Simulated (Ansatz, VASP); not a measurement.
# Cd: VASP beside Ansatz

```
Cd
1.0
     0.00000    2.25415    2.25415
     2.25415    0.00000    2.25415
     2.25415    2.25415    0.00000
Cd
1
Direct
  0.00000 0.00000 0.00000
```

Alike in both runs: functional PBE; k mesh 16 × 16 × 16; occupations gaussian, width 0.1 eV; no spin polarisation.

Ansatz relaxed the structure, and its values are those at the end. VASP's run is a single point on that final structure, the one shown.

|  | VASP | Ansatz |
| --- | --- | --- |
| version | VASP 6.6.1 | Ansatz 0.2.0 |
| potentials or method | VASP PAW PBE potentials, release 64 (Cd), cutoff 520 eV | scalar-relativistic, plane waves, PAW |
| valence electrons in the cell | 12 | 20 |

```csv
,VASP,Ansatz,Ansatz less VASP
gap on the k mesh at the Fermi level (eV),none,none,-
pressure (GPa),0.3,0.0,-0.29
```

A gap of «none» marks a metal or a gap that the smearing closes. VASP's potentials hold 12 valence electrons a cell and Ansatz's 20, so a difference there can come from the potentials and not from the codes.
